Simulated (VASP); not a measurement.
# NaF (Fm-3m) in VASP: a series of runs

The runs below take NaF through single point, with PBE.

Everything below comes from runs of VASP 6.6.1. Logs are shortened: lines on timing, memory, paths and dates and some standing lists are left out, and cuts for length are marked.

### Step 1. The cell of the first run

It takes space group Fm-3m (No. 225, cubic). The conventional cell has a = 4.630 Å, b = 4.630 Å, c = 4.630 Å, α = 90.00°, β = 90.00°, γ = 90.00°. Within 3.1 Å of Na (site symmetry m-3m) lie 6 F at 2.31 Å. F (site symmetry m-3m) has 6 Na at 2.31 Å within 3.1 Å.

### Step 2. Single point, PBE

Contents of INCAR:

```
PREC = Accurate
ENCUT = 600
EDIFF = 1E-6
ISMEAR = 0
SIGMA = 0.1
LREAL = F
LASPH = T
NELM = 120
ALGO = Normal
ISIF = 2
LWAVE = F
LCHARG = F
GGA = PE
NBANDS = 14
GGA_COMPAT = F
```

Contents of KPOINTS:

```
Automatic mesh
0
Gamma
  6 6 6
```

Contents of POSCAR:

```
NaF
1.0
    0.0000000000      2.3150000000      2.3150000000
    2.3150000000      0.0000000000      2.3150000000
    2.3150000000      2.3150000000      0.0000000000
Na F
1 1
Direct
    0.0000000000      0.0000000000      0.0000000000
    0.5000000000      0.5000000000      0.5000000000
```

Potentials or basis: VASP PAW PBE potentials, release 64 (Na_pv, F).

Run with:

```
> cat potpaw_PBE.64/Na_pv/POTCAR potpaw_PBE.64/F/POTCAR > POTCAR
> mpirun -np 1 vasp_std > vasp.out
```

OUTCAR:

```text
PREC = Accurate
   ENCUT = 600
   EDIFF = 1E-6
   ISMEAR = 0
   LREAL = F
   LASPH = T
   NELM = 120
   ISIF = 2
   GGA = PE

 ion  position               nearest neighbor table
   1  0.000  0.000  0.000-   2 2.31   2 2.31   2 2.31   2 2.31   2 2.31   2 2.31
   2  0.500  0.500  0.500-   1 2.31   1 2.31   1 2.31   1 2.31   1 2.31   1 2.31

  LATTYP: Found a face centered cubic cell.
 ALAT       =     4.6300000000

  Lattice vectors:

 A1 = (   0.0000000000,   2.3150000000,   2.3150000000)
 A2 = (   2.3150000000,   0.0000000000,   2.3150000000)
 A3 = (   2.3150000000,   2.3150000000,   0.0000000000)

Analysis of symmetry for initial positions (statically):
=====================================================================
 Subroutine PRICEL returns:
 Original cell was already a primitive cell.

 Routine SETGRP: Setting up the symmetry group for a
 face centered cubic supercell.

 Subroutine GETGRP returns: Found 48 space group operations
 (whereof 48 operations were pure point group operations)
 out of a pool of 48 trial point group operations.

The static configuration has the point symmetry O_h .

Analysis of symmetry for dynamics (positions and initial velocities):
=====================================================================
 Subroutine PRICEL returns:
 Original cell was already a primitive cell.

 Routine SETGRP: Setting up the symmetry group for a
 face centered cubic supercell.

 Subroutine GETGRP returns: Found 48 space group operations
 (whereof 48 operations were pure point group operations)
 out of a pool of 48 trial point group operations.

The dynamic configuration has the point symmetry O_h .

 Subroutine INISYM returns: Found 48 space group operations
 (whereof 48 operations are pure point group operations),
 and found     1 'primitive' translations

----------------------------------------------------------------------------------------

                                     Primitive cell

  volume of cell :      24.8132

  direct lattice vectors                    reciprocal lattice vectors
     0.000000000  2.315000000  2.315000000    -0.215982721  0.215982721  0.215982721
     2.315000000  0.000000000  2.315000000     0.215982721 -0.215982721  0.215982721
     2.315000000  2.315000000  0.000000000     0.215982721  0.215982721 -0.215982721

  length of vectors
     3.273904397  3.273904397  3.273904397     0.374093047  0.374093047  0.374093047

  position of ions in fractional coordinates (direct lattice)
     0.000000000  0.000000000  0.000000000
     0.500000000  0.500000000  0.500000000

[... 78 lines left out ...]
   NELECT =      14.0000    total number of electrons
   NUPDOWN=      -1.0000    fix difference up-down
   EMIN   =  10.00;   EMAX   =-10.00  energy-range for DOS
   EFERMI =   0.00;   METHOD = LEGACY
   ISMEAR =     0;   SIGMA  =   0.10  broadening in eV -4-tet -1-fermi 0-gaus
   EFERMI_NEDOS =   21; number of points for ismear=-14 and -15
   IALGO  =     38    algorithm
   IMIX   =      4    mixing-type and parameters
     AMIX     =   0.40;   BMIX     =  1.00
     AMIX_MAG =   1.60;   BMIX_MAG =  1.00
  volume/ion in A,a.u.               =      12.41        83.72
  Fermi-wavevector in a.u.,A,eV,Ry     =   1.352768  2.556360 24.898391  1.829980
  Thomas-Fermi vector in A             =   2.480079
   LORBIT       =      0    0 simple, 1 ext, 2 COOP (PROOUT), +10 PAW based schemes
   GGA     = PE    functional components
   LHFCALC =     F    Hartree Fock is set to
   AEXX    =    0.0000 exact exchange contribution
   IVDW    =     0    specifies the selected vdW correction
   LEPSILON=     F    determine dielectric tensor
   LRPA    =     F    only Hartree local field effects (RPA)
 non-spin polarized calculation
 Gauss-broadening in eV      SIGMA  =   0.10
  energy-cutoff  :      600.00
  volume of cell :       24.81
 maximum number of plane-waves:       869
 NGX is ok and might be reduce to    28
   NGX = 13   NGY = 13   NGZ = 13

 number of electron      14.0000006 magnetization

 Free energy of the ion-electron system (eV)
  ---------------------------------------------------
  ext. energy  EPLUGINS =         0.00000000
  ---------------------------------------------------
  free energy    TOTEN  =        -8.56237159 eV

  energy without entropy =       -8.56237159  energy(sigma->0) =       -8.56237159

 E-fermi :  -1.5215     XC(G=0):  -9.1672

 val. band max:       -2.0758908933   @ k =   0.0000   0.0000   0.0000
 cond. band min:       4.2395997490   @ k =   0.0000   0.0000   0.0000
 fundamental gap:      6.3154906424
 Fermi energy:        -1.5215250503

 k-point     1 :       0.0000    0.0000    0.0000
  band No.  band energies     occupation
      1     -21.2536      2.00000
      2     -21.0127      2.00000
      3     -21.0127      2.00000
      4     -21.0127      2.00000
      5      -2.0759      2.00000
      6      -2.0759      2.00000
      7      -2.0759      2.00000
      8       4.2396      0.00000
      9      16.9213      0.00000
     10      16.9213      0.00000
     11      16.9213      0.00000
     12      19.7917      0.00000
     13      21.9697      0.00000
     14      21.9697      0.00000
[... 241 lines left out ...]
      1     -21.4239      2.00000
      2     -21.1316      2.00000
      3     -21.0878      2.00000
      4     -20.6161      2.00000
      5      -3.1575      2.00000
      6      -2.7245      2.00000
      7      -2.6079      2.00000
      8      11.1303      0.00000
      9      11.1999      0.00000
     10      12.5382      0.00000
     11      15.6741      0.00000
     12      19.4240      0.00000
     13      23.9366      0.00000
     14      24.0694      0.00000

------------------------ aborting loop because EDIFF is reached ----------------------------------------

  FORCE on cell =-STRESS in cart. coord.  units (eV):
  Direction    XX          YY          ZZ          XY          YZ          ZX
  --------------------------------------------------------------------------------------
  -------------------------------------------------------------------------------------
  Total        0.3164345      0.3164345      0.3164345      0.0000000     -0.0000000      0.0000000
  in kB       20.4320243     20.4320243     20.4320243      0.0000000     -0.0000000      0.0000000
  external PRESSURE =      20.4320243 kB  Pullay stress =       0.0000000 kB

 VOLUME and BASIS-vectors are now :
 -----------------------------------------------------------------------------
  energy-cutoff  :      600.00
  volume of cell :       24.81
      direct lattice vectors                 reciprocal lattice vectors
     0.000000000  2.315000000  2.315000000    -0.215982721  0.215982721  0.215982721
     2.315000000  0.000000000  2.315000000     0.215982721 -0.215982721  0.215982721
     2.315000000  2.315000000  0.000000000     0.215982721  0.215982721 -0.215982721

 POSITION                                       TOTAL-FORCE (eV/Angst)
 -----------------------------------------------------------------------------------
      0.00000      0.00000      0.00000         0.000000      0.000000      0.000000
      2.31500      2.31500      2.31500        -0.000000     -0.000000     -0.000000
 -----------------------------------------------------------------------------------
    total drift:                                0.000000      0.000000      0.000000

  FREE ENERGIE OF THE ION-ELECTRON SYSTEM (eV)
  ---------------------------------------------------
  free  energy   TOTEN  =        -8.5623715879 eV

  energy  without entropy=       -8.5623715879  energy(sigma->0) =       -8.56237159
```

OSZICAR:

```text
N       E                     dE             d eps       ncg     rms          rms(c)
DAV:   1     0.111841651573E+03    0.11184E+03   -0.81493E+03   456   0.130E+03
DAV:   2    -0.317953600179E+01   -0.11502E+03   -0.10610E+03   490   0.357E+02
DAV:   3    -0.940676984364E+01   -0.62272E+01   -0.62106E+01   562   0.740E+01
DAV:   4    -0.945576441356E+01   -0.48995E-01   -0.48991E-01   520   0.706E+00
DAV:   5    -0.945620343692E+01   -0.43902E-03   -0.43902E-03   520   0.704E-01    0.542E+00
DAV:   6    -0.857105147571E+01    0.88515E+00   -0.30902E+00   548   0.149E+01    0.183E+00
DAV:   7    -0.856054012925E+01    0.10511E-01   -0.29701E-02   454   0.206E+00    0.106E+00
DAV:   8    -0.856181251126E+01   -0.12724E-02   -0.29536E-02   478   0.339E+00    0.154E-01
DAV:   9    -0.856251542032E+01   -0.70291E-03   -0.45582E-03   550   0.636E-01    0.133E-01
DAV:  10    -0.856237397607E+01    0.14144E-03   -0.90297E-04   484   0.351E-01    0.171E-02
DAV:  11    -0.856237126668E+01    0.27094E-05   -0.31499E-05   520   0.739E-02    0.256E-03
DAV:  12    -0.856237158794E+01   -0.32126E-06   -0.15216E-06   484   0.140E-02
   1 F= -.85623716E+01 E0= -.85623716E+01  d E =-.353523E-16
```

stdout:

```text
POSCAR found type information on POSCAR NaF
 POSCAR found :  2 types and       2 ions
 scaLAPACK will be used
 LDA part: xc-table for (Slater+PW92), standard interpolation
 POSCAR, INCAR and KPOINTS ok, starting setup
 FFT: planning ... GRIDC
 FFT: planning ... GRID_SOFT
 FFT: planning ... GRID
 WAVECAR not read
 entering main loop
```

Wall time 3.6 s (1 thread of Intel Xeon 6975P-C (Granite Rapids), shared host); peak memory 0.14 GiB.

What came out:

```yaml
Free_energy: -8.5624 eV
Pressure: 2.0 GPa
Band_gap_on_the_k_mesh: 6.32 eV
```

Levels at points of the mesh, in eV from the valence-band top:
| k point | band 5 | band 6 | band 7 | band 8 | band 9 | band 10 |
| --- | --- | --- | --- | --- | --- | --- |
| (0.00, 0.00, 0.00) | 0.00 | 0.00 | 0.00 | 6.32 | 19.00 | 19.00 |
| (0.50, 0.00, 0.00) | -1.59 | -0.26 | -0.26 | 10.80 | 12.49 | 20.14 |
| (0.50, 0.50, 0.00) | -1.28 | -0.40 | -0.40 | 13.18 | 13.32 | 13.63 |

### Step 3. Single point, PBE

This run uses another cell than the first one, of 12.99 Å³/atom.

Contents of INCAR:

```
SYSTEM = NaF
PREC     = Accurate       ! precision mode
ENCUT    = 600            ! plane-wave cutoff, eV
EDIFF    = 1E-6           ! SCF threshold, eV
ISMEAR   = 0              ! smearing method
SIGMA    = 0.02           ! smearing width, eV
LREAL    = .FALSE.        ! projectors in reciprocal space
LASPH    = .TRUE.         ! aspherical terms in the spheres
NELM     = 120            ! most SCF steps
ALGO     = Normal         ! electronic algorithm
ISIF     = 2              ! what is computed and relaxed
LWAVE    = .FALSE.        ! write WAVECAR
LCHARG   = .TRUE.         ! write CHGCAR
GGA      = PE             ! functional
LELF     = .TRUE.         ! ELF
LVHAR    = .TRUE.       
NBANDS   = 14             ! bands
GGA_COMPAT= .FALSE.
```

Contents of KPOINTS:

```
Automatic mesh
0
G
  8 8 8
  0 0 0
```

Contents of POSCAR:

```
NaF
1.0
    0.0000000000      2.3505459843      2.3505459843
    2.3505459843      0.0000000000      2.3505459843
    2.3505459843      2.3505459843      0.0000000000
Na F
1 1
Direct
    0.0000000000      0.0000000000      0.0000000000
    0.5000000000      0.5000000000      0.5000000000
```

Potentials or basis: VASP PAW PBE potentials, release 64 (Na_pv, F).

Run with:

```
> cat potpaw_PBE.64/Na_pv/POTCAR potpaw_PBE.64/F/POTCAR > POTCAR
> mpirun -np 1 vasp_std > vasp.out
```

Run time: 5.9 s. Hardware: 1 thread of Intel Xeon 6975P-C (Granite Rapids), shared host; peak memory 0.15 GiB.

The run converged. Its results:

| Property | Result |
| --- | --- |
| Free energy | -8.5712 eV |
| Pressure | -0.3 GPa |
| Band gap on the k mesh | 6.07 eV |

Levels at points of the mesh, in eV from the valence-band top:
```tsv
k point	band 5	band 6	band 7	band 8	band 9	band 10
(0.00, 0.00, 0.00)	0.00	0.00	0.00	6.07	18.67	18.67
(0.50, 0.00, 0.00)	-1.50	-0.23	-0.23	10.52	12.10	19.65
(0.50, 0.50, 0.00)	-1.21	-0.38	-0.38	12.80	13.16	13.18
```
